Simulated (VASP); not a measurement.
A run of VASP 6.6.1 is set up as follows.

The input POSCAR:

```
Al
1.0
   -1.5753065031      1.5753065031      1.5912186900
    1.5753065031     -1.5753065031      1.5912186900
    1.5753065031      1.5753065031     -1.5912186900
Al
1
Direct
    0.0000000000      0.0000000000      0.0000000000
```

INCAR.step1

```
SYSTEM = Al
ALGO     = Normal         ! electronic algorithm
EDIFF    = 1E-4           ! SCF threshold, eV
ENCUT    = 520            ! plane-wave cutoff, eV
GGA      = PE             ! functional
ISMEAR   = 0              ! smearing method
LASPH    = .TRUE.         ! aspherical terms in the spheres
LCHARG   = .FALSE.        ! write CHGCAR
LREAL    = .FALSE.        ! projectors in reciprocal space
LWAVE    = .TRUE.         ! write WAVECAR
NBANDS   = 8              ! bands
NELM     = 100            ! most SCF steps
PREC     = Accurate       ! precision mode
SIGMA    = 0.15           ! smearing width, eV
```

Contents of INCAR.step2:

```
SYSTEM = Al
ALGO     = Normal         ! electronic algorithm
EDIFF    = 1E-7           ! SCF threshold, eV
ENCUT    = 520            ! plane-wave cutoff, eV
ISIF     = 2              ! what is computed and relaxed
ISMEAR   = 0              ! smearing method
ISTART   = 1            
LASPH    = .TRUE.         ! aspherical terms in the spheres
LCHARG   = .TRUE.         ! write CHGCAR
LELF     = .TRUE.         ! ELF
LMIXTAU  = .TRUE.       
LREAL    = .FALSE.        ! projectors in reciprocal space
LVHAR    = .TRUE.       
LWAVE    = .FALSE.        ! write WAVECAR
METAGGA  = R2SCAN         ! meta-GGA
NBANDS   = 8              ! bands
NELM     = 100            ! most SCF steps
PREC     = Accurate       ! precision mode
SIGMA    = 0.15           ! smearing width, eV
```

File KPOINTS:

```
k-points
0
G
  20 20 20
  0 0 0
```

Potentials or basis: VASP PAW PBE potentials, release 64 (Al).

The run is started by

```sh
$ cat potpaw_PBE.64/Al/POTCAR > POTCAR
$ cp INCAR.step1 INCAR
$ mpirun -np 1 vasp_std > vasp.out
$ cp INCAR.step2 INCAR
$ mpirun -np 1 vasp_std > vasp.out
```

**Question.** Predict the pressure.

**Answer.** 1.9 GPa.

Stress tensor (GPa, compression positive):
```
1.65 0.00 0.00
0.00 1.65 0.00
0.00 0.00 2.44
```

Caveat: the cell differs from its parent crystal (strain -0.0100 x Voigt [1, 1, 0, 0, 0, 0]); the PAW data sets were made with another functional, which shifts forces and pressure a little.
